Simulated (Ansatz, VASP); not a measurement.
## Li in VASP and in Ansatz

```xyz
2
Lattice="3.1110 0.0000 0.0000 -1.5555 2.6942 0.0000 0.0000 0.0000 5.0930" Properties=species:S:1:pos:R:3 pbc="T T T"
Li    0.0000    1.7961    1.3033
Li    1.5555    0.8981    3.8197
```

Alike in both runs: task single point; functional PBE; k mesh 15 × 15 × 8; occupations fermi-dirac, width 0.08 eV; no spin polarisation.

|  | VASP | Ansatz |
| --- | --- | --- |
| version | VASP 6.6.1 | Ansatz 0.2.0 |
| potentials or method | VASP PAW PBE potentials, release 64 (Li_sv), cutoff 520 eV | all-electron LAPW, scalar-relativistic |

```csv
,VASP,Ansatz,Ansatz less VASP
rms of the force components (eV/Å),0.019,0.019,-0.0002
```

Atom by atom the forces differ by 0.000 eV/Å (rms over components). Ansatz ran all-electron here, and VASP with PAW potentials.

Noted on VASP's run: the cutoff is under 1.25 times that of the potentials, so the pressure is a little rough.
